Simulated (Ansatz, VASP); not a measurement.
# Two plane-wave programs on Ge

```
Ge
1.0
    -2.47915    2.63307    1.42730
     2.47915   -2.63307    1.42730
     2.47915    2.63307   -1.42730
Ge
2
Direct
  0.31406 0.06406 0.25000
  0.68594 0.93594 0.75000
```

Alike in both runs: task single point; functional PBEsol; k mesh 11 × 11 × 11; occupations fermi-dirac, width 0.05 eV; no spin polarisation.

|  | VASP | Ansatz |
| --- | --- | --- |
| version | VASP 6.6.1 | Ansatz 0.2.0 |
| potentials or method | VASP PAW PBE potentials, release 64 (Ge_d) | Ansatz PAW |
| plane-wave cutoff (eV) | 520 | 420 |
| valence electrons in the cell | 28 | 28 |

```csv
,VASP,Ansatz,Ansatz less VASP
gap on the k mesh at the Fermi level (eV),none,none,-
pressure (GPa),-1.1,-1.1,+0.05
"traceless stress, the component that is largest in VASP (GPa)",1.23,1.23,-0.003
rms of the force components (eV/Å),0.033,0.033,-0.0004
```

VASP's potentials were made for PBE, not for PBEsol. Atom by atom the forces differ by 0.000 eV/Å (rms over components). A gap of «none» marks a metal or a gap that the smearing closes.
